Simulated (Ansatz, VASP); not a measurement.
**One calculation of Sc, two programs**

INCAR

```
SYSTEM = Sc
PREC = Accurate
ENCUT = 520
EDIFF = 1E-6
ISMEAR = 0
SIGMA = 0.15
LREAL = .False.
LASPH = .True.
NELM = 80
ALGO = Fast
ISIF = 2
LWAVE = .False.
LCHARG = .False.
GGA = PS
NBANDS = 18
```

Contents of KPOINTS:

```
Automatic mesh
0
Gamma
  18 18 10
  0 0 0
```

File POSCAR:

```
Sc
1.0
    3.3087978973      0.0000000000      0.0000000000
   -1.6543989486      2.8655030350      0.0000000000
    0.0000000000      0.0000000000      5.3601900000
Sc
2
Direct
    0.3333333333      0.6666666667      0.2500000000
    0.6666666667      0.3333333333      0.7500000000
```

Input for Ansatz:

```yaml
crystal:
  lattice:
    - [3.3087978973, 0.0, 0.0]
    - [-1.6543989486, 2.865503035, 0.0]
    - [0.0, 0.0, 5.36019]
  atoms:
    - { symbol: Sc, position: [0.3333333333, 0.6666666667, 0.25] }
    - { symbol: Sc, position: [0.6666666667, 0.3333333333, 0.75] }
basis:
  ecutwfc: 420
kpoints:
  mp_grid: { grid: [18, 18, 10] }
hamiltonian:
  xc: pbesol
scf:
  occupations: { method: gaussian, width: 0.15 }
output:
  forces: true
  stress: true
  eigenvalues: true
```

Change from the starting cell: strain +0.0175 x Voigt [0, 0, 1, 0, 0, 0], atoms carried along.

Alike in both runs: task single point; functional PBEsol; k mesh 18 × 18 × 10; occupations gaussian, width 0.15 eV; no spin polarisation.

```csv
,VASP,Ansatz
version,VASP 6.6.1,Ansatz 0.2.0
potentials or method,"VASP PAW PBE potentials, release 64 (Sc_sv), cutoff 520 eV","scalar-relativistic, plane waves, PAW"
valence electrons in the cell,22,22
```

Ansatz gave:

```
gap on the k mesh at the Fermi level (eV)                     : none
pressure (GPa)                                                : -3.5
traceless stress, the component that is largest in VASP (GPa) : -1.75
```

Problem. Estimate VASP's values.

Solution. gap on the k mesh at the Fermi level (eV): none; pressure (GPa): -3.5; traceless stress, the component that is largest in VASP (GPa): -1.76.

VASP's potentials were made for PBE, not for PBEsol. A gap of «none» marks a metal or a gap that the smearing closes.
